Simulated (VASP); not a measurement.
Runs of VASP 6.6.1 on Sr3O2. The structure is that of space group Pm-3m (No. 221), or close to it. The cells are those of the table. 

```tsv
task	cell	k mesh	cutoff (eV)	gap on the mesh (eV)	pressure (GPa)	relaxed volume (Å³/atom)
single point	a = 5.033 Å, 5 atoms	8 × 8 × 8	520	none	(a)	-
relaxation of cell and atoms	relaxed from a = 5.027 Å, 5 atoms	8 × 8 × 8	600	-	0.1	25.58
single point	a = 5.027 Å, 5 atoms	4 × 4 × 4	520	none	0.1	-
relaxation of cell and atoms	relaxed from a = 4.231 Å, 5 atoms	4 × 4 × 4	600	-	-0.1	25.04
```

Alike in all rows: level PBE; potentials or basis VASP PAW PBE potentials, release 64 (Sr_sv, O); no spin polarisation; smearing gaussian 0.1 eV.

Question: Estimate the missing entries.

Answer: (a) 0.2.

Caveats: some runs use coarse meshes; the bands computed are all filled at some k points, so no gap is given (some runs); the volume moved by over 15 % at a fixed basis, so the end points are rough (some runs).

A k mesh can miss the band edges, and the runs leave out spin-orbit coupling on Sr.

A gap of «none» marks levels without a gap at the run's occupations.
